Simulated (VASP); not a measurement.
BC5:

```
CELL_PARAMETERS angstrom
2.55155 0.00000 0.00000
-1.27578 2.20971 0.00000
0.00000 0.00000 6.39966
ATOMIC_POSITIONS crystal
B 0.33333 0.66667 0.00759
C 0.33333 0.66667 0.25951
C 0.66667 0.33333 0.33903
C 0.00000 0.00000 0.66456
C 0.66667 0.33333 0.58136
C 0.00000 0.00000 0.89894
```

Base run:

| Property | Result |
| --- | --- |
| Program | VASP 6.6.1 |
| Functional | revPBE |
| Potentials or basis | VASP PAW PBE potentials, release 64 (B, C) |
| Cutoff | 520 eV |
| k mesh | 11 × 11 × 4 |
| Occupations | gaussian, width 0.1 eV |
| Spin | no spin polarisation |

Its results: pressure 4.1 GPa; largest force 0.026 eV/Å.

**Question.** The run is repeated on the same cell with these changes: functional from revPBE to RPBE. What comes out?

**Answer.** Pressure 5.4 GPa; largest force 0.027 eV/Å.

Caveats: the PAW data sets were made with another functional, which shifts forces and pressure a little.
